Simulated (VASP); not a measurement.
**Se: single point with r2SCAN**

The system is Se.

```
Se
1.0
     4.50415    0.00000    0.00000
    -2.25208    3.90071    0.00000
     0.00000    0.00000    4.99188
Se
3
Direct
  0.21716 0.00000 0.33333
  0.00000 0.21716 0.66667
  0.78284 0.78284 0.00000
```

```yaml
Program: VASP 6.6.1
Task: single point
Functional: r2SCAN
Potentials_or_basis: VASP PAW PBE potentials, release 64 (Se)
Cutoff: 520 eV
k_mesh: 9 × 9 × 7
Occupations: fermi-dirac, width 0.05 eV
Spin: no spin polarisation
```

The pressure is 0.0 GPa and the band gap on the k mesh is 1.51 eV, indirect (least direct gap 1.64 eV).

Levels at points of the mesh, in eV from the valence-band top:
| k point | band 7 | band 8 | band 9 | band 10 | band 11 | band 12 |
| --- | --- | --- | --- | --- | --- | --- |
| (0.00, 0.00, 0.00) | -2.03 | -2.03 | -0.36 | 2.29 | 2.29 | 2.62 |

It took 5 min on 1 thread of Intel(R) Xeon(R) Platinum 8488C (Sapphire Rapids), with other jobs on the host, peak memory 0.26 GiB.

Caveat: the PAW data sets were made with another functional, which shifts forces and pressure a little. r2SCAN opens gaps a little over a GGA but as a rule still falls short of measured ones.
